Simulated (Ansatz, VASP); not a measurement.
**One calculation of TiN, two programs**

POSCAR

```
TiN
1.0
    0.0000000000      2.0948702013      2.0948702013
    2.0948702013      0.0000000000      2.0948702013
    2.0948702013      2.0948702013      0.0000000000
Ti N
1 1
Direct
    0.0000000000      0.0000000000      0.0000000000
    0.5000000000      0.5000000000      0.5000000000
```

Contents of INCAR.step1:

```
  ALGO = Normal
  EDIFF = 1E-4
  ENCUT = 520
  GGA = PE
  ISMEAR = 0
  LASPH = T
  LCHARG = F
  LREAL = F
  LWAVE = T
  NBANDS = 16
  NELM = 60
  PREC = Accurate
  SIGMA = 0.1
```

The input INCAR.step2:

```
  ALGO = Normal
  EDIFF = 1E-7
  ENCUT = 520
  ISIF = 2
  ISMEAR = 0
  ISTART = 1
  LASPH = T
  LCHARG = F
  LMIXTAU = T
  LREAL = F
  LWAVE = F
  METAGGA = R2SCAN
  NBANDS = 16
  NELM = 60
  PREC = Accurate
  SIGMA = 0.1
```

The input KPOINTS:

```
k-points
0
Gamma
  18 18 18
```

Input for Ansatz:

```yaml
crystal:
  lattice:
    - [0.0, 2.0948702013, 2.0948702013]
    - [2.0948702013, 0.0, 2.0948702013]
    - [2.0948702013, 2.0948702013, 0.0]
  atoms:
    - { symbol: Ti, position: [0.0, 0.0, 0.0] }
    - { symbol: "N", position: [0.5, 0.5, 0.5] }
basis:
  ecutwfc: 500
kpoints:
  mp_grid: { grid: [18, 18, 18] }
hamiltonian:
  xc: r2scan
scf:
  occupations: { method: gaussian, width: 0.1 }
output:
  forces: true
  stress: true
  eigenvalues: true
```

Alike in both runs: task single point; functional r2SCAN; k mesh 18 × 18 × 18; occupations gaussian, width 0.1 eV; no spin polarisation.

|  | VASP | Ansatz |
| --- | --- | --- |
| version | VASP 6.6.1 | Ansatz 0.2.0 |
| potentials or method | VASP PAW PBE potentials, release 64 (Ti_sv, N), cutoff 520 eV | scalar-relativistic, plane waves, PAW |
| valence electrons in the cell | 17 | 17 |

VASP gave:

- gap on the k mesh at the Fermi level (eV): none
- pressure (GPa): 11.3

Q: Estimate Ansatz's values.

A: gap on the k mesh at the Fermi level (eV): none; pressure (GPa): 9.6.

VASP's potentials were made for PBE, not for r2SCAN. A gap of «none» marks a metal or a gap that the smearing closes. The functional is the same, so the differences come from potentials, cutoffs and numerics.
